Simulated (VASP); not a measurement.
# Li16H (a cell with a defect) in VASP: further runs

Runs on Li16H (a cell with a defect). Level: LDA. Tasks: single point.

Program: VASP 6.6.1. These are calculated values, not measurements. Logs are shortened: lines on timing, memory, paths and dates and some standing lists are left out, and cuts for length are marked.

**1. The cell of the first run**

The cell holds a defect, 17 atoms: a = 6.980 Å, b = 6.980 Å, c = 6.980 Å, α = 90.00°, β = 90.00°, γ = 90.00°.

**2. Single point, LDA**

File INCAR:

```
SYSTEM = Li16H
ALGO = Normal ; EDIFF = 1E-7
ENCUT = 520 ; GGA = CA
ISIF = 2 ; ISMEAR = -1
LASPH = .True. ; LCHARG = .False.
LREAL = Auto ; LWAVE = .False.
NBANDS = 38 ; NELM = 80
PREC = Accurate ; SIGMA = 0.15
```

File KPOINTS:

```
k-points
0
Gamma
  3 3 3
  0 0 0
```

File POSCAR:

```
Li16H
1.0
    6.9800000000      0.0000000000      0.0000000000
    0.0000000000      6.9800000000      0.0000000000
    0.0000000000      0.0000000000      6.9800000000
Li H
16 1
Direct
    0.0248424069      0.0046848138     -0.0303724928
    0.5743266476      0.0877793696      0.0577220630
   -0.0163467049      0.5584383954      0.0100859599
    0.0812464183      0.0381661891      0.5114469914
    0.2511031519      0.3449140401      0.2486962751
    0.4992979943      0.5397134670      0.0361747851
    0.4822206304     -0.0431661891      0.4484813754
    0.7606876791      0.3027650430      0.1994842407
   -0.0104154728      0.4023925501      0.5182664756
    0.2472779370      0.7350573066      0.2081661891
    0.2988681948      0.2370630372      0.8134097421
    0.4979226361      0.4557449857      0.4870630372
    0.7693839542      0.6640401146      0.3152722063
    0.7971776504      0.3213037249      0.8415472779
    0.2602865330      0.7329083095      0.7578653295
    0.7139398281      0.6938968481      0.7791977077
    0.7084527221     -0.0929656160      0.2461604585
```

Potentials or basis: VASP PAW LDA potentials, release 64 (Li_sv, H).

On the command line:

```sh
cat potpaw_LDA.64/Li_sv/POTCAR potpaw_LDA.64/H/POTCAR > POTCAR
mpirun -np 1 vasp_std > vasp.out
```

OUTCAR:

```text
SYSTEM = Li16H
   EDIFF = 1E-7
   ENCUT = 520
   GGA = CA
   ISIF = 2
   ISMEAR = -1
   LASPH = .True.
   LREAL = Auto
   NELM = 80
   PREC = Accurate

 ion  position               nearest neighbor table
   1  0.025  0.005  0.970-
   2  0.574  0.088  0.058-   8 2.22
   3  0.984  0.558  0.010-  14 2.41
   4  0.081  0.038  0.511-
   5  0.251  0.345  0.249-  12 2.52
   6  0.499  0.540  0.036-  10 2.53  16 2.57
   7  0.482  0.957  0.448-
   8  0.761  0.303  0.199-   2 2.22  14 2.51
   9  0.990  0.402  0.518-
  10  0.247  0.735  0.208-   6 2.53
  11  0.299  0.237  0.813-
  12  0.498  0.456  0.487-   5 2.52
  13  0.769  0.664  0.315-
  14  0.797  0.321  0.842-   3 2.41   8 2.51
  15  0.260  0.733  0.758-
  16  0.714  0.694  0.779-   6 2.57
  17  0.708  0.907  0.246-

  LATTYP: Found a simple cubic cell.
 ALAT       =     6.9800000000

  Lattice vectors:

 A1 = (   6.9800000000,   0.0000000000,   0.0000000000)
 A2 = (   0.0000000000,   6.9800000000,   0.0000000000)
 A3 = (   0.0000000000,   0.0000000000,   6.9800000000)

Analysis of symmetry for initial positions (statically):
=====================================================================
 Subroutine PRICEL returns:
 Original cell was already a primitive cell.

 Routine SETGRP: Setting up the symmetry group for a
 simple cubic supercell.

 Subroutine GETGRP returns: Found  1 space group operations
 (whereof  1 operations were pure point group operations)
 out of a pool of 48 trial point group operations.

The static configuration has the point symmetry C_1 .

Analysis of symmetry for dynamics (positions and initial velocities):
=====================================================================
 Subroutine PRICEL returns:
 Original cell was already a primitive cell.

 Routine SETGRP: Setting up the symmetry group for a
 simple cubic supercell.

 Subroutine GETGRP returns: Found  1 space group operations
 (whereof  1 operations were pure point group operations)
 out of a pool of 48 trial point group operations.

The dynamic configuration has the point symmetry C_1 .

 Subroutine INISYM returns: Found  1 space group operations
 (whereof  1 operations are pure point group operations),
 and found     1 'primitive' translations

----------------------------------------------------------------------------------------

                                     Primitive cell

  volume of cell :     340.0684

  direct lattice vectors                    reciprocal lattice vectors
     6.980000000  0.000000000  0.000000000     0.143266476  0.000000000  0.000000000
     0.000000000  6.980000000  0.000000000     0.000000000  0.143266476  0.000000000
     0.000000000  0.000000000  6.980000000     0.000000000  0.000000000  0.143266476

  length of vectors
     6.980000000  6.980000000  6.980000000     0.143266476  0.143266476  0.143266476

  position of ions in fractional coordinates (direct lattice)
     0.024842407  0.004684814  0.969627507
     0.574326648  0.087779370  0.057722063
     0.983653295  0.558438395  0.010085960
     0.081246418  0.038166189  0.511446991
     0.251103152  0.344914040  0.248696275
     0.499297994  0.539713467  0.036174785
[... 9 lines left out ...]
     0.713939828  0.693896848  0.779197708
     0.708452722  0.907034384  0.246160459

  ion indices of the primitive-cell ions
   primitive index   ion index
                 1           1
                 2           2
                 3           3
                 4           4
                 5           5
                 6           6
[... 9 lines left out ...]
                16          16
                17          17

----------------------------------------------------------------------------------------

 KPOINTS: k-points

Automatic generation of k-mesh.
 Grid dimensions read from file:
 generate k-points for:    3    3    3

 Generating k-lattice:

  Cartesian coordinates                     Fractional coordinates (reciprocal lattice)
     0.047755492  0.000000000  0.000000000     0.333333333  0.000000000  0.000000000
     0.000000000  0.047755492  0.000000000     0.000000000  0.333333333  0.000000000
     0.000000000  0.000000000  0.047755492     0.000000000  0.000000000  0.333333333

  Length of vectors
     0.047755492  0.047755492  0.047755492

  Shift w.r.t. Gamma in fractional coordinates (k-lattice)
     0.000000000  0.000000000  0.000000000

 Subroutine IBZKPT returns following result:
 ===========================================

 Found     14 irreducible k-points:

 Following reciprocal coordinates:
            Coordinates               Weight
  0.000000  0.000000  0.000000      1.000000
  0.333333  0.000000  0.000000      2.000000
  0.000000  0.333333  0.000000      2.000000
  0.000000  0.000000  0.333333      2.000000
  0.333333  0.333333  0.000000      2.000000
  0.000000  0.333333  0.333333      2.000000
  0.333333  0.000000  0.333333      2.000000
 -0.333333  0.333333  0.000000      2.000000
 -0.333333  0.000000  0.333333      2.000000
  0.000000 -0.333333  0.333333      2.000000
  0.333333  0.333333  0.333333      2.000000
 -0.333333  0.333333  0.333333      2.000000
 -0.333333 -0.333333  0.333333      2.000000
  0.333333 -0.333333  0.333333      2.000000
   k-points           NKPTS =     14   k-points in BZ     NKDIM =     14   number of bands    NBANDS=     38
   number of dos      NEDOS =    301   number of ions     NIONS =     17
   total plane-waves  NPLWV = 157464
   dimension x,y,z NGX =    54 NGY =   54 NGZ =   54
   dimension x,y,z NGXF=   108 NGYF=  108 NGZF=  108
   ions per type =              16   1
   NGX,Y,Z   is equivalent  to a cutoff of  12.86, 12.86, 12.86 a.u.
   NGXF,Y,Z  is equivalent  to a cutoff of  25.72, 25.72, 25.72 a.u.
 SYSTEM =  Li16H
   PREC   = accura    normal or accurate (medium, high low for compatibility)
   ISTART =      0    job   : 0-new  1-cont  2-samecut
   ICHARG =      2    charge: 1-file 2-atom 10-const
   ISPIN  =      1    spin polarized calculation?
   LNONCOLLINEAR =      F non collinear calculations
   LSORBIT =      F    spin-orbit coupling
   LASPH  =      T    aspherical Exc in radial PAW
   ENCUT  =  520.0 eV  38.22 Ry    6.18 a.u.  12.98 12.98 12.98*2*pi/ulx,y,z
   NELM   =     80;   NELMIN=  2; NELMDL= -5     # of ELM steps
   EDIFF  = 0.1E-06   stopping-criterion for ELM
[... 7 lines left out ...]
   POTIM  = 0.5000    time-step for ionic-motion
   TEBEG  =    0.0;   TEEND  =   0.0 temperature during run
   PSTRESS=    0.0 pullay stress
   NELECT =      49.0000    total number of electrons
   NUPDOWN=      -1.0000    fix difference up-down
   EMIN   =  10.00;   EMAX   =-10.00  energy-range for DOS
   EFERMI =   0.00;   METHOD = LEGACY
   ISMEAR =    -1;   SIGMA  =   0.15  broadening in eV -4-tet -1-fermi 0-gaus
   EFERMI_NEDOS =   21; number of points for ismear=-14 and -15
   IALGO  =     38    algorithm
   IMIX   =      4    mixing-type and parameters
     AMIX     =   0.40;   BMIX     =  1.00
     AMIX_MAG =   1.60;   BMIX_MAG =  1.00
  volume/ion in A,a.u.               =      20.00       134.99
  Fermi-wavevector in a.u.,A,eV,Ry     =   0.858258  1.621873 10.022155  0.736608
  Thomas-Fermi vector in A             =   1.975436
   LORBIT       =      0    0 simple, 1 ext, 2 COOP (PROOUT), +10 PAW based schemes
   GGA     = CA    functional components
   LHFCALC =     F    Hartree Fock is set to
   AEXX    =    0.0000 exact exchange contribution
   IVDW    =     0    specifies the selected vdW correction
   LEPSILON=     F    determine dielectric tensor
   LRPA    =     F    only Hartree local field effects (RPA)
 non-spin polarized calculation
  energy-cutoff  :      520.00
  volume of cell :      340.07
 maximum number of plane-waves:      9180
 NGX is ok and might be reduce to    54
   NGX = 25   NGY = 25   NGZ = 25

 number of electron      48.9999993 magnetization

 Free energy of the ion-electron system (eV)
  ---------------------------------------------------
  ext. energy  EPLUGINS =         0.00000000
  ---------------------------------------------------
  free energy    TOTEN  =       -34.21536015 eV

  energy without entropy =      -33.71136130  energy(sigma->0) =      -33.96336072

 E-fermi :   0.4652     XC(G=0):  -7.0262

 val. band max:        0.4278759559   @ k =   0.0000  -0.3333   0.3333
 cond. band min:       0.4657827685   @ k =   0.0000   0.3333   0.3333
 fundamental gap:      0.0379068126
 Fermi energy:         0.4651506566

 k-point     1 :       0.0000    0.0000    0.0000
  band No.  band energies     occupation
      1     -45.6482      2.00000
      2     -45.4975      2.00000
      3     -45.4689      2.00000
      4     -45.4611      2.00000
      5     -45.4529      2.00000
      6     -45.3679      2.00000
[... 28 lines left out ...]
     35       3.2281      0.00000
     36       3.4869      0.00000

 k-point     2 :       0.3333    0.0000    0.0000
  band No.  band energies     occupation
      1     -45.6482      2.00000
      2     -45.4975      2.00000
      3     -45.4689      2.00000
      4     -45.4611      2.00000
      5     -45.4529      2.00000
      6     -45.3679      2.00000
[... 28 lines left out ...]
     35       3.3698      0.00000
     36       3.5743      0.00000

 k-point     3 :       0.0000    0.3333    0.0000
  band No.  band energies     occupation
      1     -45.6482      2.00000
      2     -45.4975      2.00000
      3     -45.4689      2.00000
      4     -45.4611      2.00000
      5     -45.4529      2.00000
      6     -45.3679      2.00000
[... 28 lines left out ...]
     35       3.5149      0.00000
     36       3.6854      0.00000

 k-point     4 :       0.0000    0.0000    0.3333
  band No.  band energies     occupation
      1     -45.6482      2.00000
      2     -45.4975      2.00000
      3     -45.4689      2.00000
      4     -45.4611      2.00000
      5     -45.4529      2.00000
      6     -45.3679      2.00000
[... 28 lines left out ...]
     35       3.4599      0.00000
     36       3.7040      0.00000

 k-point     5 :       0.3333    0.3333    0.0000
  band No.  band energies     occupation
      1     -45.6483      2.00000
      2     -45.4975      2.00000
      3     -45.4689      2.00000
      4     -45.4611      2.00000
      5     -45.4529      2.00000
      6     -45.3679      2.00000
[... 265 lines left out ...]
 k-point    12 :      -0.3333    0.3333    0.3333
  band No.  band energies     occupation
      1     -45.6483      2.00000
      2     -45.4975      2.00000
      3     -45.4689      2.00000
      4     -45.4611      2.00000
      5     -45.4529      2.00000
      6     -45.3680      2.00000
[... 28 lines left out ...]
     35       3.4755      0.00000
     36       3.7142      0.00000

 k-point    13 :      -0.3333   -0.3333    0.3333
  band No.  band energies     occupation
      1     -45.6483      2.00000
      2     -45.4975      2.00000
      3     -45.4689      2.00000
      4     -45.4611      2.00000
      5     -45.4529      2.00000
      6     -45.3680      2.00000
[... 28 lines left out ...]
     35       3.5087      0.00000
     36       3.7983      0.00000

 k-point    14 :       0.3333   -0.3333    0.3333
  band No.  band energies     occupation
      1     -45.6483      2.00000
      2     -45.4975      2.00000
      3     -45.4689      2.00000
      4     -45.4611      2.00000
      5     -45.4529      2.00000
      6     -45.3680      2.00000
[... 28 lines left out ...]
     35       3.4280      0.00000
     36       3.7297      0.00000
 [bands above 36 left out]

------------------------ aborting loop because EDIFF is reached ----------------------------------------

  FORCE on cell =-STRESS in cart. coord.  units (eV):
  Direction    XX          YY          ZZ          XY          YZ          ZX
  --------------------------------------------------------------------------------------
  -------------------------------------------------------------------------------------
  Total       -0.5899515     -0.3335201      0.0916446      1.5240084      0.5596590      0.1497756
  in kB       -2.7794612     -1.5713261      0.4317685      7.1801194      2.6367429      0.7056436
  external PRESSURE =      -1.3063396 kB  Pullay stress =       0.0000000 kB

 VOLUME and BASIS-vectors are now :
 -----------------------------------------------------------------------------
  energy-cutoff  :      520.00
  volume of cell :      340.07
      direct lattice vectors                 reciprocal lattice vectors
     6.980000000  0.000000000  0.000000000     0.143266476  0.000000000  0.000000000
     0.000000000  6.980000000  0.000000000     0.000000000  0.143266476  0.000000000
     0.000000000  0.000000000  6.980000000     0.000000000  0.000000000  0.143266476

 POSITION                                       TOTAL-FORCE (eV/Angst)
 -----------------------------------------------------------------------------------
      0.17340      0.03270      6.76800        -0.200826     -0.043872      0.287760
      4.00880      0.61270      0.40290        -0.493172     -1.247812     -0.028537
      6.86590      3.89790      0.07040         0.509788     -0.112930     -0.019190
      0.56710      0.26640      3.56990        -0.316805     -0.371712     -0.092606
      1.75270      2.40750      1.73590        -0.244530     -0.576426     -0.342745
      3.48510      3.76720      0.25250         0.137269     -0.164091     -0.119408
[... 9 lines left out ...]
      4.98330      4.84340      5.43880         0.073232      0.585763     -0.406928
      4.94500      6.33110      1.71820        -0.343745      0.548715      0.029328
 -----------------------------------------------------------------------------------
    total drift:                               -0.002854      0.004308     -0.014303

  FREE ENERGIE OF THE ION-ELECTRON SYSTEM (eV)
  ---------------------------------------------------
  free  energy   TOTEN  =       -34.2153601515 eV

  energy  without entropy=      -33.7113612979  energy(sigma->0) =      -33.96336072
```

It took 8.7 min on 1 thread of Oxide Virtual Turin-like, shared host; peak memory 0.31 GiB.

Results:

| Property | Result |
| --- | --- |
| Free energy | -34.2154 eV |
| Largest force | 1.342 eV/Å |

Forces in eV/Å, atoms in the order of the input:
```
Li  -0.201 -0.044  0.288
Li  -0.493 -1.248 -0.029
Li   0.510 -0.113 -0.019
Li  -0.317 -0.372 -0.093
Li  -0.245 -0.576 -0.343
Li   0.137 -0.164 -0.119
Li   0.548  0.158 -0.061
Li   0.456 -0.117  0.877
Li   0.144  0.596  0.269
Li  -0.048  0.417  0.395
Li   0.001  0.229 -0.161
Li   0.010 -0.083  0.459
Li   0.054  0.676 -0.038
Li  -0.240 -0.364 -0.840
Li  -0.046 -0.131 -0.207
Li   0.073  0.586 -0.407
H   -0.344  0.549  0.029
```

Levels at points of the mesh, in eV from the Fermi level:
```
           k point  band 21  band 22  band 23  band 24  band 25  band 26  band 27  band 28
(0.00, 0.00, 0.00)    -1.12    -1.06    -1.04    -0.23     0.13     0.26     0.32     0.47
```

Caveat: the cutoff is under 1.25 times the usual one of these potentials, so pressure, stress and relaxed cells hold a basis-set (Pulay) error.

**3. Single point, LDA**

File INCAR:

```
PREC = Accurate ; ENCUT = 520
EDIFF = 1E-6 ; ISMEAR = -1
SIGMA = 0.15 ; LREAL = Auto
LASPH = True ; NELM = 60
ALGO = Normal ; ISIF = 2
LWAVE = False ; LCHARG = True
LELF = True ; LVHAR = True
NBANDS = 38
```

File KPOINTS:

```
Automatic mesh
0
Gamma
  3 3 3
```

File POSCAR:

```
Li16H
1.0
    6.9800000000      0.0000000000      0.0000000000
    0.0000000000      6.9800000000      0.0000000000
    0.0000000000      0.0000000000      6.9800000000
Li H
16 1
Direct
    0.0345128940      0.0344269341     -0.0167478510
    0.5980802292      0.0631088825      0.1318481375
    0.0268911175      0.5432234957      0.0286103152
    0.0933667622      0.0189111748      0.5553868195
    0.2290257880      0.3343839542      0.2234813754
    0.5058166189      0.5180945559      0.0432664756
    0.5066045845     -0.0917765043      0.4829656160
    0.7862893983      0.3349856734      0.2454011461
   -0.0364613181      0.3933094556      0.4716475645
    0.2483810888      0.7438252149      0.2080085960
    0.3758882521      0.2305300860      0.8459025788
    0.5021060172      0.4521203438      0.4686246418
    0.7541690544      0.6366189112      0.3422636103
    0.7835816619      0.3114326648      0.8018767908
    0.2085243553      0.7218194842      0.7884670487
    0.7061747851      0.7403581662      0.7466905444
    0.7105873926     -0.0434527221      0.3314756447
```

Potentials or basis: VASP PAW LDA potentials, release 64 (Li_sv, H).

On the command line:

```sh
cat potpaw_LDA.64/Li_sv/POTCAR potpaw_LDA.64/H/POTCAR > POTCAR
mpirun -np 1 vasp_std > vasp.out
```

It took 7.9 min on 1 thread of Oxide Virtual Turin-like, shared host; peak memory 0.31 GiB.

Results (log left out):

- Free energy: -33.3122 eV
- Largest force: 2.152 eV/Å

Forces on the atoms (eV/Å):
```
Li  -0.168  0.026  0.242
Li  -0.260 -0.506 -0.189
Li  -0.686 -0.295 -0.319
Li  -0.251 -0.015 -0.281
Li   0.252 -0.605  0.063
Li   0.231  0.271 -0.188
Li  -0.109  0.545 -0.082
Li  -0.453 -1.360 -1.079
Li   1.174  0.403  1.445
Li   0.112  0.406  0.520
Li  -0.348 -0.177 -0.401
Li  -0.658 -0.276  0.681
Li   0.269  2.105 -0.360
Li  -0.047 -0.071 -0.071
Li   0.514 -0.159 -0.517
Li   0.324 -0.017  0.383
H    0.103 -0.276  0.153
```

Levels at points of the mesh, in eV from the Fermi level:
```tsv
k point	band 20	band 21	band 22	band 23	band 24	band 25	band 26	band 27	band 28	band 29
(0.00, 0.00, 0.00)	-1.26	-1.20	-1.11	-0.96	-0.31	0.07	0.34	0.49	0.55	0.68
```

Caveat: the cutoff is under 1.25 times the usual one of these potentials, so pressure, stress and relaxed cells hold a basis-set (Pulay) error.

**4. Single point, LDA**

File INCAR:

```
SYSTEM = Li16H
ALGO = Normal ; EDIFF = 1E-7
ENCUT = 520 ; ISIF = 2
ISMEAR = -1 ; LASPH = .True.
LCHARG = .True. ; LELF = .True.
LREAL = Auto ; LVHAR = .True.
LWAVE = .False. ; NBANDS = 38
NELM = 60 ; PREC = Accurate
SIGMA = 0.15
```

File KPOINTS:

```
k-points
0
Gamma
  3 3 3
  0 0 0
```

File POSCAR:

```
Li16H
1.0
    6.9800000000      0.0000000000      0.0000000000
    0.0000000000      6.9800000000      0.0000000000
    0.0000000000      0.0000000000      6.9800000000
Li H
16 1
Direct
    0.0506733524      0.0399283668      0.0155873926
    0.6217335244      0.0446561605      0.1836389685
    0.0633667622      0.5274785100     -0.0034527221
    0.0675358166      0.0230945559      0.5584527221
    0.2221489971      0.2707449857      0.2251862464
    0.5118194842      0.4983810888      0.0394126074
    0.5312464183     -0.0478223496      0.5057020057
    0.7977793696      0.3141977077      0.2352865330
   -0.0282234957      0.3645845272      0.4720343840
    0.2360888252      0.7627507163      0.1975071633
    0.3825358166      0.2046418338      0.8555444126
    0.4924212034      0.4191977077      0.4929942693
    0.7575358166      0.6564469914      0.3265186246
    0.7776074499      0.2972063037      0.7729369628
    0.2164326648      0.6831661891      0.7272636103
    0.7109312321      0.7638538682      0.7512320917
    0.7090544413     -0.1011604585      0.3515616046
```

On the command line:

```sh
cat potpaw_LDA.64/Li_sv/POTCAR potpaw_LDA.64/H/POTCAR > POTCAR
mpirun -np 1 vasp_std > vasp.out
```

It took 5.8 min on 1 thread of Oxide Virtual Turin-like, shared host; peak memory 0.31 GiB.

The run converged. Its results:

```yaml
Free_energy: -33.9584 eV
Largest_force: 1.482 eV/Å
```

Forces in eV/Å, atoms in the order of the input:
```
Li  -0.506 -0.199 -0.389
Li  -0.369 -0.400 -0.708
Li  -0.684 -0.490 -0.029
Li  -0.065 -0.288 -0.142
Li   0.590  0.018  0.257
Li   0.013  0.262 -0.069
Li  -0.450  0.344  0.101
Li  -0.240 -0.190 -0.879
Li   0.790  0.813  0.955
Li   0.347  0.109  0.582
Li  -0.198 -0.316 -0.336
Li  -0.205  0.005  0.123
Li   0.195  0.794 -0.029
Li  -0.030 -0.097  0.299
Li   0.363  0.063 -0.330
Li   0.335 -0.224  0.403
H    0.115 -0.207  0.190
```

Levels at points of the mesh, in eV from the Fermi level:
```tsv
k point	band 21	band 22	band 23	band 24	band 25	band 26	band 27	band 28
(0.00, 0.00, 0.00)	-1.13	-1.10	-0.97	-0.40	0.12	0.39	0.49	0.57
```

Caveat: the cutoff is under 1.25 times the usual one of these potentials, so pressure, stress and relaxed cells hold a basis-set (Pulay) error.
